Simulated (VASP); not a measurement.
Wanted: the native input for a VASP 6.6.1 run.

| Quantity | Value |
| --- | --- |
| Task | single point |
| Functional | PBE |
| Potentials or basis | VASP PAW PBE potentials, release 64 (Zr_sv, In_d, S) |
| Cutoff | 520 eV |
| k mesh | 10 × 10 × 4 |
| Occupations | gaussian, width 0.1 eV |
| Spin | no spin polarisation |
| Dipole correction | no |
| Further INCAR settings | ALGO = Normal; EDIFF = 1e-07; NBANDS = 30 |

The structure of ZrInS3 lies in POSCAR:

```
ZrInS3
1.0
    3.4887906768      0.0000000000      0.0000000000
    0.0000000000      3.4887906768      0.0000000000
    0.0000000000      0.0000000000     10.7942948985
Zr In S
1 1 3
Direct
    0.5000000000      0.5000000000      0.0000000000
    0.5000000000      0.5000000000      0.5000000000
    0.0000000000      0.0000000000      0.1326411895
    0.0000000000      0.0000000000      0.8673588105
    0.0000000000      0.0000000000      0.5000000000
```

The cell was generated, and may not be a known phase.

One way to write it, as run:

INCAR

```
SYSTEM = ZrInS3
  PREC = Accurate
  ENCUT = 520
  EDIFF = 1E-7
  ISMEAR = 0
  SIGMA = 0.1
  LREAL = .FALSE.
  LASPH = .TRUE.
  NELM = 80
  ALGO = Normal
  ISIF = 2
  LWAVE = .FALSE.
  LCHARG = .TRUE.
  GGA = PE
  LELF = .TRUE.
  LVHAR = .TRUE.
  NBANDS = 30
```

KPOINTS

```
regular mesh
0
G
  10 10 4
  0 0 0
```

Potentials or basis: VASP PAW PBE potentials, release 64 (Zr_sv, In_d, S).

Command:

```sh
$ cat potpaw_PBE.64/Zr_sv/POTCAR potpaw_PBE.64/In_d/POTCAR potpaw_PBE.64/S/POTCAR > POTCAR
$ mpirun -np 1 vasp_std > vasp.out
```

Results of the run:

```json
{
  "Pressure": "0.0 GPa",
  "Band gap on the k mesh": "zero (an odd number of electrons rules out a gap without spin polarisation)"
}
```

Caveat: spin-orbit coupling is left out, which moves the levels of the heavy elements; this functional lacks dispersion, which binds layers or chains, so the pressure and a relaxed spacing across them are unreliable.

It took 13 min on 1 thread of Intel Xeon 8259CL (shared host), peak memory 0.4 GiB.
